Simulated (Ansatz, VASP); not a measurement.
**One calculation of TePb, two programs**

```xyz
2
Lattice="0.0000 3.2678 3.2678 3.2678 0.0000 3.2678 3.2678 3.2678 0.0000" Properties=species:S:1:pos:R:3 pbc="T T T"
Pb    0.0000    0.0000    0.0000
Te    3.2678    3.2678    3.2678
```

Alike in both runs: task single point; functional PBE; k mesh 6 × 6 × 6; occupations tetrahedron; no spin polarisation.

```csv
,VASP,Ansatz
version,VASP 6.6.1,Ansatz 0.2.0
potentials or method,"VASP PAW PBE potentials, release 64 (Pb_d, Te)",plane waves
plane-wave cutoff (eV),520,420
valence electrons in the cell,20,30
```

|  | VASP | Ansatz | Ansatz less VASP |
| --- | --- | --- | --- |
| gap on the k mesh at the Fermi level (eV) | 0.80 | 0.80 | -0.005 |
| pressure (GPa) | 0.6 | 0.6 | +0.06 |

With one functional, cell and mesh, what is left measures potentials, basis and numerics. VASP's potentials hold 20 valence electrons a cell and Ansatz's 30, so a difference there can come from the potentials and not from the codes. Ansatz's warnings: band table not solved further, tetrahedron derivatives may miss energy slope.

Neither program's run includes spin-orbit coupling.
